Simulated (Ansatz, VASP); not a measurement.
# TiAl3: VASP beside Ansatz

Contents of INCAR:

```
PREC = Accurate ; ENCUT = 520
EDIFF = 1E-6 ; ISMEAR = 0
SIGMA = 0.15 ; LREAL = False
LASPH = True ; NELM = 80
ALGO = Fast ; ISIF = 2
LWAVE = False ; LCHARG = True
GGA = PS ; LELF = True
LVHAR = True ; NBANDS = 18
```

The input KPOINTS:

```
regular mesh
0
Gamma
  18 10 10
```

The input POSCAR:

```
TiAl3
1.0
    2.7813912058      0.0000000000      0.0000000000
    0.0000000000      4.6710700323      0.0000000000
    0.0000000000      0.0000000000      4.8934030395
Ti Al
1 3
Direct
    0.0000000000      0.5000000000      0.1631682049
    0.5000000000      0.5160562782      0.6640465240
    0.5000000000      0.0160562782      0.3331101826
    0.0000000000      0.0160562782      0.8396740885
```

Input for Ansatz:

```yaml
crystal:
  lattice:
    - [2.7813912058, 0.0, 0.0]
    - [0.0, 4.6710700323, 0.0]
    - [0.0, 0.0, 4.8934030395]
  atoms:
    - { symbol: Ti, position: [0.0, 0.5, 0.1631682049] }
    - { symbol: Al, position: [0.5, 0.5160562782, 0.664046524] }
    - { symbol: Al, position: [0.5, 0.0160562782, 0.3331101826] }
    - { symbol: Al, position: [0.0, 0.0160562782, 0.8396740885] }
basis:
  ecutwfc: 420
kpoints:
  mp_grid: { grid: [18, 10, 10] }
hamiltonian:
  xc: pbesol
scf:
  occupations: { method: gaussian, width: 0.15 }
output:
  forces: true
  stress: true
  eigenvalues: true
```

Change from the starting cell: all Al atoms moved +0.075 Å, as atom 2 along Cartesian [0 1 0].

Alike in both runs: task single point; functional PBEsol; k mesh 18 × 10 × 10; occupations gaussian, width 0.15 eV; no spin polarisation.

```csv
,VASP,Ansatz
version,VASP 6.6.1,Ansatz 0.2.0
potentials or method,"VASP PAW PBE potentials, release 64 (Ti_sv, Al), cutoff 520 eV","scalar-relativistic, plane waves, PAW"
valence electrons in the cell,21,21
```

|  | VASP | Ansatz | Ansatz less VASP |
| --- | --- | --- | --- |
| gap on the k mesh at the Fermi level (eV) | none | none | - |
| pressure (GPa) | 0.2 | 0.2 | -0.05 |
| traceless stress, the component that is largest in VASP (GPa) | 0.25 | 0.25 | +0.001 |
| rms of the force components (eV/Å) | 0.187 | 0.187 | -0.0009 |

VASP's potentials were made for PBE, not for PBEsol. Atom by atom the forces differ by 0.001 eV/Å (rms over components). A gap of «none» marks a metal or a gap that the smearing closes. With one functional, cell and mesh, what is left measures potentials, basis and numerics.
